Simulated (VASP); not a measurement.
# Al2InN3 in VASP: a series of runs

Runs on Al2InN3. Level: PBE. Tasks: relaxation of cell and atoms, single point.

All numbers are computed with VASP 6.6.1; they aren't measurements. Logs are shortened: lines on timing, memory, paths and dates and some standing lists are left out, and cuts for length are marked.

### Step 1. The cell of the first run

Symmetry: Cmc2_1, No. 36, orthorhombic system. Conventional cell: a = 9.842 Å, b = 5.657 Å, c = 5.251 Å, α = 90.00°, β = 90.00°, γ = 90.00°. Within 2.5 Å of Al (site symmetry 1) lie 4 N at 1.91 to 1.92 Å. In (site symmetry m) has 4 N at 2.18 to 2.20 Å within 2.9 Å. Within 2.5 Å of N (site symmetry 1) lie 3 Al at 1.91 to 1.92 Å and 1 In at 2.18 Å. Within 2.5 Å of N (site symmetry m) lie 2 Al at 1.91 Å and 2 In at 2.19 to 2.20 Å.

### Step 2. Relaxation of cell and atoms, PBE

File INCAR:

```
SYSTEM = Al2InN3
ALGO = Normal
EDIFF = 1E-6
EDIFFG = -0.01
ENCUT = 600
GGA = PE
IBRION = 2
ISIF = 3
ISMEAR = 0
LASPH = .True.
LCHARG = .False.
LREAL = .False.
LWAVE = .False.
NELM = 60
NSW = 100
PREC = Accurate
SIGMA = 0.02
```

File KPOINTS:

```
k-points
0
Gamma
  6 6 6
  0 0 0
```

File POSCAR:

```
Al2InN3
1.0
    4.9210552137     -2.8287374271      0.0000000000
    4.9210552137      2.8287374271      0.0000000000
    0.0000000000      0.0000000000      5.2511076616
Al In N
4 2 6
Direct
    0.1648901852      0.4917784244      0.5002480112
    0.5082215756      0.8351098148      0.5002480112
    0.8351098148      0.5082215756      0.0002480112
    0.4917784244      0.1648901852      0.0002480112
    0.8218895951      0.1781104049      0.4962031536
    0.1781104049      0.8218895951      0.9962031536
    0.8334997623      0.5367697652      0.3642212774
    0.4632302348      0.1665002377      0.3642212774
    0.2015585162      0.7984414838      0.4148582692
    0.7984414838      0.2015585162      0.9148582692
    0.1665002377      0.4632302348      0.8642212774
    0.5367697652      0.8334997623      0.8642212774
```

Potentials or basis: VASP PAW PBE potentials, release 64 (Al, In_d, N).

Command:

```sh
$ cat potpaw_PBE.64/Al/POTCAR potpaw_PBE.64/In_d/POTCAR potpaw_PBE.64/N/POTCAR > POTCAR
$ mpirun -np 1 vasp_std > vasp.out
```

OUTCAR:

```text
SYSTEM = Al2InN3
   EDIFF = 1E-6
   EDIFFG = -0.01
   ENCUT = 600
   GGA = PE
   IBRION = 2
   ISIF = 3
   ISMEAR = 0
   LASPH = .True.
   LREAL = .False.
   NELM = 60
   NSW = 100
   PREC = Accurate

 ion  position               nearest neighbor table
   1  0.165  0.492  0.500-   7 1.91   9 1.91   8 1.91  11 1.92   3 3.20   3 3.20   4 3.21   4 3.21
                             2 3.22   2 3.22   5 3.22   6 3.23   5 3.23   6 3.27   5 3.37
   2  0.508  0.835  0.500-   8 1.91   9 1.91   7 1.91  12 1.92   4 3.20   4 3.20   3 3.21   3 3.21
                             1 3.22   1 3.22   5 3.22   6 3.23   5 3.23   6 3.27   5 3.37
   3  0.835  0.508  0.000-  11 1.91  10 1.91  12 1.91   7 1.92   1 3.20   1 3.20   2 3.21   2 3.21
                             4 3.22   4 3.22   6 3.22   5 3.23   6 3.23   5 3.27   6 3.37
   4  0.492  0.165  0.000-  12 1.91  10 1.91  11 1.91   8 1.92   2 3.20   2 3.20   1 3.21   1 3.21
                             3 3.22   3 3.22   6 3.22   5 3.23   6 3.23   5 3.27   6 3.37
   5  0.822  0.178  0.496-   7 2.18   8 2.18   9 2.19  10 2.20   2 3.22   1 3.22   3 3.23   4 3.23
                             1 3.23   2 3.23   3 3.27   4 3.27   6 3.31   6 3.31   2 3.37   1 3.37
   6  0.178  0.822  0.996-  12 2.18  11 2.18  10 2.19   9 2.20   3 3.22   4 3.22   2 3.23   1 3.23
                             4 3.23   3 3.23   2 3.27   1 3.27   5 3.31   5 3.31   3 3.37   4 3.37
   7  0.833  0.537  0.364-   1 1.91   2 1.91   3 1.92   5 2.18
   8  0.463  0.167  0.364-   2 1.91   1 1.91   4 1.92   5 2.18
   9  0.202  0.798  0.415-   1 1.91   2 1.91   5 2.19   6 2.20
  10  0.798  0.202  0.915-   3 1.91   4 1.91   6 2.19   5 2.20
  11  0.167  0.463  0.864-   3 1.91   4 1.91   1 1.92   6 2.18
  12  0.537  0.833  0.864-   4 1.91   3 1.91   2 1.92   6 2.18

  LATTYP: Found a base centered orthorhombic cell.
 ALAT       =     5.6574748542
 B/A-ratio  =     1.7396649002
 C/A-ratio  =     0.9281716308

  Lattice vectors:

 A1 = (  -4.9210552137,  -2.8287374271,   0.0000000000)
 A2 = (   4.9210552137,  -2.8287374271,   0.0000000000)
 A3 = (   0.0000000000,   0.0000000000,   5.2511076616)

Analysis of symmetry for initial positions (statically):
=====================================================================
 Subroutine PRICEL returns:
 Original cell was already a primitive cell.

 Routine SETGRP: Setting up the symmetry group for a
 base centered orthorhombic supercell.

 Subroutine GETGRP returns: Found  4 space group operations
 (whereof  2 operations were pure point group operations)
 out of a pool of  8 trial point group operations.

The static configuration has the point symmetry C_1h.
 The point group associated with its full space group is C_2v.

Analysis of symmetry for dynamics (positions and initial velocities):
=====================================================================
 Subroutine PRICEL returns:
 Original cell was already a primitive cell.

 Routine SETGRP: Setting up the symmetry group for a
 base centered orthorhombic supercell.

 Subroutine GETGRP returns: Found  4 space group operations
 (whereof  2 operations were pure point group operations)
 out of a pool of  8 trial point group operations.

The dynamic configuration has the point symmetry C_1h.
 The point group associated with its full space group is C_2v.

 Subroutine INISYM returns: Found  4 space group operations
 (whereof  2 operations are pure point group operations),
 and found     1 'primitive' translations

----------------------------------------------------------------------------------------

                                     Primitive cell

  volume of cell :     146.1948

  direct lattice vectors                    reciprocal lattice vectors
     4.921055214 -2.828737427  0.000000000     0.101604225 -0.176757304  0.000000000
     4.921055214  2.828737427  0.000000000     0.101604225  0.176757304  0.000000000
     0.000000000  0.000000000  5.251107662     0.000000000  0.000000000  0.190436012

  length of vectors
     5.676137758  5.676137758  5.251107662     0.203878794  0.203878794  0.190436012

  position of ions in fractional coordinates (direct lattice)
     0.164890185  0.491778424  0.500248011
     0.508221576  0.835109815  0.500248011
     0.835109815  0.508221576  0.000248011
     0.491778424  0.164890185  0.000248011
     0.821889595  0.178110405  0.496203154
     0.178110405  0.821889595  0.996203154
     0.833499762  0.536769765  0.364221277
     0.463230235  0.166500238  0.364221277
     0.201558516  0.798441484  0.414858269
     0.798441484  0.201558516  0.914858269
     0.166500238  0.463230235  0.864221277
     0.536769765  0.833499762  0.864221277

  ion indices of the primitive-cell ions
   primitive index   ion index
                 1           1
                 2           2
                 3           3
                 4           4
                 5           5
                 6           6
                 7           7
                 8           8
                 9           9
                10          10
                11          11
                12          12

----------------------------------------------------------------------------------------

 KPOINTS: k-points

Automatic generation of k-mesh.
 Grid dimensions read from file:
 generate k-points for:    6    6    6

 Generating k-lattice:

  Cartesian coordinates                     Fractional coordinates (reciprocal lattice)
     0.016934037 -0.029459551  0.000000000     0.166666667  0.000000000  0.000000000
     0.016934037  0.029459551  0.000000000     0.000000000  0.166666667  0.000000000
     0.000000000  0.000000000  0.031739335     0.000000000  0.000000000  0.166666667

  Length of vectors
     0.033979799  0.033979799  0.031739335

  Shift w.r.t. Gamma in fractional coordinates (k-lattice)
     0.000000000  0.000000000  0.000000000

 Subroutine IBZKPT returns following result:
 ===========================================

 Found     52 irreducible k-points:

 Following reciprocal coordinates:
            Coordinates               Weight
  0.000000  0.000000  0.000000      1.000000
  0.166667 -0.000000  0.000000      4.000000
  0.333333 -0.000000  0.000000      4.000000
  0.500000 -0.000000  0.000000      2.000000
  0.166667  0.166667  0.000000      2.000000
  0.333333  0.166667  0.000000      4.000000
[... 16 lines left out ...]
  0.333333  0.333333  0.166667      4.000000
  0.500000  0.333333  0.166667      8.000000
 [... further k-points ...]
   k-points           NKPTS =     52   k-points in BZ     NKDIM =     52   number of bands    NBANDS=     41
   number of dos      NEDOS =    301   number of ions     NIONS =     12
   total plane-waves  NPLWV =  96768
   dimension x,y,z NGX =    48 NGY =   48 NGZ =   42
   dimension x,y,z NGXF=    96 NGYF=   96 NGZF=   84
   ions per type =               4   2   6
   NGX,Y,Z   is equivalent  to a cutoff of  14.06, 14.06, 13.30 a.u.
   NGXF,Y,Z  is equivalent  to a cutoff of  28.12, 28.12, 26.59 a.u.
 SYSTEM =  Al2InN3
   PREC   = accura    normal or accurate (medium, high low for compatibility)
   ISTART =      0    job   : 0-new  1-cont  2-samecut
   ICHARG =      2    charge: 1-file 2-atom 10-const
   ISPIN  =      1    spin polarized calculation?
   LNONCOLLINEAR =      F non collinear calculations
   LSORBIT =      F    spin-orbit coupling
   LASPH  =      T    aspherical Exc in radial PAW
   ENCUT  =  600.0 eV  44.10 Ry    6.64 a.u.  11.34 11.34 10.49*2*pi/ulx,y,z
   NELM   =     60;   NELMIN=  2; NELMDL= -5     # of ELM steps
   EDIFF  = 0.1E-05   stopping-criterion for ELM
   LREAL  =      F    real-space projection
   EDIFFG = -.1E-01   stopping-criterion for IOM
   NSW    =    100    number of steps for IOM
   IBRION =      2    ionic relax: 0-MD 1-quasi-New 2-CG
   NFREE  =      1    steps in history (QN), initial steepest desc. (CG)
   ISIF   =      3    stress and relaxation
   ISYM   =      2    0-nonsym 1-usesym 2-fastsym
   POTIM  = 0.5000    time-step for ionic-motion
   TEBEG  =    0.0;   TEEND  =   0.0 temperature during run
   PSTRESS=    0.0 pullay stress
   NELECT =      68.0000    total number of electrons
   NUPDOWN=      -1.0000    fix difference up-down
   EMIN   =  10.00;   EMAX   =-10.00  energy-range for DOS
   EFERMI =   0.00;   METHOD = LEGACY
   ISMEAR =     0;   SIGMA  =   0.02  broadening in eV -4-tet -1-fermi 0-gaus
   EFERMI_NEDOS =   21; number of points for ismear=-14 and -15
   IALGO  =     38    algorithm
   IMIX   =      4    mixing-type and parameters
     AMIX     =   0.40;   BMIX     =  1.00
     AMIX_MAG =   1.60;   BMIX_MAG =  1.00
  volume/ion in A,a.u.               =      12.18        82.21
  Fermi-wavevector in a.u.,A,eV,Ry     =   1.268432  2.396989 21.890683  1.608920
  Thomas-Fermi vector in A             =   2.401527
   LORBIT       =      0    0 simple, 1 ext, 2 COOP (PROOUT), +10 PAW based schemes
   GGA     = PE    functional components
   LHFCALC =     F    Hartree Fock is set to
   AEXX    =    0.0000 exact exchange contribution
   IVDW    =     0    specifies the selected vdW correction
   LEPSILON=     F    determine dielectric tensor
   LRPA    =     F    only Hartree local field effects (RPA)
 conjugate gradient relaxation of ions
 non-spin polarized calculation
 Gauss-broadening in eV      SIGMA  =   0.02
  energy-cutoff  :      600.00
  volume of cell :      146.19
 maximum number of plane-waves:      4909
 NGX is ok and might be reduce to    48
   NGX = 23   NGY = 23   NGZ = 21

--------------------------------------- Ionic step        1  -------------------------------------------

 number of electron      67.9999996 magnetization

 Free energy of the ion-electron system (eV)
  ---------------------------------------------------
  ext. energy  EPLUGINS =         0.00000000
  ---------------------------------------------------
  free energy    TOTEN  =       -80.84163626 eV

  energy without entropy =      -80.84163626  energy(sigma->0) =      -80.84163626

------------------------ aborting loop because EDIFF is reached ----------------------------------------

  FORCE on cell =-STRESS in cart. coord.  units (eV):
  Direction    XX          YY          ZZ          XY          YZ          ZX
  --------------------------------------------------------------------------------------
  -------------------------------------------------------------------------------------
  Total       -0.5019846     -0.4107644     -0.2790239      0.0000000      0.0000000      0.0000000
  in kB       -5.5013494     -4.5016491     -3.0578781      0.0000000      0.0000000      0.0000000
  external PRESSURE =      -4.3536255 kB  Pullay stress =       0.0000000 kB
[... 123 lines left out ...]
  energy  without entropy=      -80.8423486891  energy(sigma->0) =      -80.84234869

--------------------------------------- Ionic step        4  -------------------------------------------

 number of electron      67.9999996 magnetization

 Free energy of the ion-electron system (eV)
  ---------------------------------------------------
  ext. energy  EPLUGINS =         0.00000000
  ---------------------------------------------------
  free energy    TOTEN  =       -80.84245979 eV

  energy without entropy =      -80.84245979  energy(sigma->0) =      -80.84245979

 E-fermi :   6.1990     XC(G=0): -10.8614

 val. band max:        6.0795238312   @ k =   0.0000   0.0000   0.0000
 cond. band min:       8.2454645243   @ k =   0.0000   0.0000   0.0000
 fundamental gap:      2.1659406931
 Fermi energy:         6.1990249630

 k-point     1 :       0.0000    0.0000    0.0000
  band No.  band energies     occupation
      1      -8.5995      2.00000
      2      -8.0559      2.00000
      3      -7.7287      2.00000
      4      -7.5391      2.00000
      5      -7.4923      2.00000
      6      -7.3632      2.00000
[... 1045 lines left out ...]
     40      12.7209      0.00000
     41      13.3471      0.00000

 [... further k-points ...]

------------------------ aborting loop because EDIFF is reached ----------------------------------------

  FORCE on cell =-STRESS in cart. coord.  units (eV):
  Direction    XX          YY          ZZ          XY          YZ          ZX
  --------------------------------------------------------------------------------------
  -------------------------------------------------------------------------------------
  Total        0.0194975      0.0280513     -0.0060411      0.0000000      0.0000000      0.0000000
  in kB        0.2142628      0.3082631     -0.0663872      0.0000000      0.0000000      0.0000000
  external PRESSURE =       0.1520462 kB  Pullay stress =       0.0000000 kB
[... 27 lines left out ...]
  FREE ENERGIE OF THE ION-ELECTRON SYSTEM (eV)
  ---------------------------------------------------
  free  energy   TOTEN  =       -80.8424597917 eV

  energy  without entropy=      -80.8424597917  energy(sigma->0) =      -80.84245979

 reached required accuracy - stopping structural energy minimisation
```

Wall time 27 min (1 thread of Oxide Virtual Turin-like, shared host); peak memory 0.49 GiB.

What came out:

```yaml
Free_energy: -80.8425 eV
Relaxed_volume: 12.15 Å³/atom
Relaxed_cell: a = 5.670 Å, b = 5.670 Å, c = 5.248 Å, α = 90.00°, β = 90.00°, γ = 59.80°
Space_group_after_relaxing_to_0.1_Å: Cmc2_1 (No. 36)
Energy_gained_by_relaxing: 0.1 meV/atom
Ionic_steps: 4
Pressure_after_relaxing: 0.0 GPa
Largest_force_after_relaxing: 0.009 eV/Å
Band_gap_on_the_k_mesh: 2.17 eV
```

Forces on the atoms (eV/Å):
```
Al  -0.003 -0.004  0.003
Al   0.003 -0.004  0.003
Al   0.003  0.004  0.003
Al  -0.003  0.004  0.003
In   0.000 -0.002 -0.009
In   0.000  0.002 -0.009
N    0.008  0.001  0.001
N   -0.008  0.001  0.001
N    0.000 -0.006  0.002
N    0.000  0.006  0.002
N   -0.008 -0.001  0.001
N    0.008 -0.001  0.001
```

Step by step:
| step | energy change (eV) | largest force (eV/Å) | pressure (GPa) | volume (Å³) |
| --- | --- | --- | --- | --- |
| 1 | 0.0000 | 0.0369 | -0.44 | 146.19 |
| 2 | -0.0004 | 0.0150 | 0.37 | 145.50 |
| 3 | -0.0007 | 0.0190 | 0.05 | 145.77 |
| 4 | -0.0008 | 0.0093 | 0.02 | 145.80 |

Final structure:
```yaml
crystal:
  lattice:
    - [4.91497, -2.82620, 0.00000]
    - [4.91497, 2.82620, 0.00000]
    - [0.00000, 0.00000, 5.24794]
  atoms:
    - { symbol: Al, position: [0.16500, 0.49165, 0.50034] }
    - { symbol: Al, position: [0.50835, 0.83500, 0.50034] }
    - { symbol: Al, position: [0.83500, 0.50835, 0.00034] }
    - { symbol: Al, position: [0.49165, 0.16500, 0.00034] }
    - { symbol: In, position: [0.82188, 0.17812, 0.49585] }
    - { symbol: In, position: [0.17812, 0.82188, 0.99585] }
    - { symbol: N, position: [0.83352, 0.53701, 0.36418] }
    - { symbol: N, position: [0.46299, 0.16648, 0.36418] }
    - { symbol: N, position: [0.20183, 0.79817, 0.41511] }
    - { symbol: N, position: [0.79817, 0.20183, 0.91511] }
    - { symbol: N, position: [0.16648, 0.46299, 0.86418] }
    - { symbol: N, position: [0.53701, 0.83352, 0.86418] }
```

Caveat: spin-orbit coupling is left out, which moves the levels of the heavy elements.

### Step 3. Single point, PBE

File INCAR:

```
PREC = Accurate ; ENCUT = 600
EDIFF = 1E-6 ; ISMEAR = 0
SIGMA = 0.1 ; LREAL = False
LASPH = True ; NELM = 120
ALGO = Normal ; ISIF = 2
LWAVE = False ; LCHARG = False
GGA = PE ; NBANDS = 46
GGA_COMPAT = False
```

File KPOINTS:

```
Automatic mesh
0
Gamma
  4 4 4
```

File POSCAR:

```
Al2InN3
1.0
    0.0000000000      0.0000000000     -5.2498378161
    0.0000000000      5.6554738910      0.0000000000
    4.9170322178     -2.8277369455      0.0000000000
Al In N
4 2 6
Direct
    0.4995695552      0.4915882055      0.6567080952
    0.4995695552      0.8348801103      0.3432919048
    0.9995695552      0.5084117945      0.3432919048
    0.9995695552      0.1651198897      0.6567080952
    0.5042833000      0.1779297787      0.0000000000
    0.0042833000      0.8220702213      0.0000000000
    0.6356189698      0.5366541757      0.3702857616
    0.6356189698      0.1663684140      0.6297142384
    0.5853396499      0.7983482549      1.0000000000
    0.0853396499      0.2016517451      0.0000000000
    0.1356189698      0.4633458243      0.6297142384
    0.1356189698      0.8336315860      0.3702857616
```

Potentials or basis: VASP PAW PBE potentials, release 64 (Al, In_d, N).

Command:

```sh
$ cat potpaw_PBE.64/Al/POTCAR potpaw_PBE.64/In_d/POTCAR potpaw_PBE.64/N/POTCAR > POTCAR
$ mpirun -np 1 vasp_std > vasp.out
```

It took 4.8 min on 1 thread of Oxide Virtual Turin-like, shared host; peak memory 0.34 GiB.

It converged, with:

* Free energy: -80.8411 eV
* Pressure: -0.2 GPa
* Largest force: 0.041 eV/Å
* Band gap on the k mesh: 2.16 eV

Forces on the atoms (eV/Å):
```
Al   0.001 -0.001 -0.002
Al  -0.001 -0.001 -0.002
Al  -0.001  0.001 -0.002
Al   0.001  0.001 -0.002
In   0.000  0.000 -0.006
In   0.000  0.000 -0.006
N    0.023  0.014 -0.008
N   -0.023  0.014 -0.008
N    0.000 -0.031  0.026
N    0.000  0.031  0.026
N   -0.023 -0.014 -0.008
N    0.023 -0.014 -0.008
```

Levels at points of the mesh, in eV from the valence-band top:
| k point | band 30 | band 31 | band 32 | band 33 | band 34 | band 35 | band 36 | band 37 | band 38 | band 39 |
| --- | --- | --- | --- | --- | --- | --- | --- | --- | --- | --- |
| (0.00, 0.00, 0.00) | -0.61 | -0.60 | -0.06 | -0.05 | 0.00 | 2.16 | 4.39 | 5.23 | 5.57 | 7.65 |
| (0.50, 0.00, 0.00) | -0.44 | -0.38 | -0.38 | -0.14 | -0.14 | 4.26 | 4.26 | 6.71 | 6.71 | 6.75 |
| (0.00, 0.50, 0.00) | -0.80 | -0.70 | -0.58 | -0.58 | -0.27 | 4.23 | 4.49 | 5.72 | 5.84 | 6.72 |
| (0.50, 0.50, 0.00) | -1.31 | -0.89 | -0.89 | -0.51 | -0.51 | 4.47 | 4.47 | 5.53 | 5.53 | 5.90 |
| (0.00, 0.00, 0.50) | -0.95 | -0.68 | -0.52 | -0.48 | -0.33 | 3.99 | 4.73 | 5.38 | 6.07 | 6.18 |
| (0.50, 0.00, 0.50) | -1.13 | -0.89 | -0.89 | -0.61 | -0.61 | 4.61 | 4.61 | 5.54 | 5.54 | 5.82 |

Caveat: spin-orbit coupling is left out, which moves the levels of the heavy elements.

(Continued in part 2 of 2.)
